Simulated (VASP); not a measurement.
Ge:

```
Ge
1.0
     1.40640   -2.61774    0.00000
     1.40640    2.61774    0.00000
     0.00000    0.00000    2.71610
Ge
1
Direct
  0.50000 0.50000 0.00000
```

Base run:

| Item | Value |
| --- | --- |
| Program | VASP 6.6.1 |
| Functional | LDA |
| Potentials or basis | VASP PAW LDA potentials, release 64 (Ge_d) |
| Cutoff | 520 eV |
| k mesh | 11 × 11 × 10 |
| Occupations | fermi-dirac, width 0.05 eV |
| Spin | no spin polarisation |

Its results: band gap on the k mesh zero (band 7 reaches 12.23 eV, above the bottom of band 8 at 3.42 eV); pressure -6.7 GPa.

After a change of settings the same cell gave: band gap on the k mesh zero (band 7 reaches 12.42 eV, above the bottom of band 8 at 3.53 eV); pressure -5.3 GPa. Which change was it?
A. functional from LDA to PBE; potentials or basis from VASP PAW LDA potentials, release 64 (Ge_d) to VASP PAW PBE potentials, release 64 (Ge_d)
B. functional from LDA to PBEsol; potentials or basis from VASP PAW LDA potentials, release 64 (Ge_d) to VASP PAW PBE potentials, release 64 (Ge_d)
C. functional from LDA to r2SCAN; potentials or basis from VASP PAW LDA potentials, release 64 (Ge_d) to VASP PAW PBE potentials, release 64 (Ge_d)

B.

Caveats: the PAW data sets were made with another functional, which shifts forces and pressure a little (some runs).
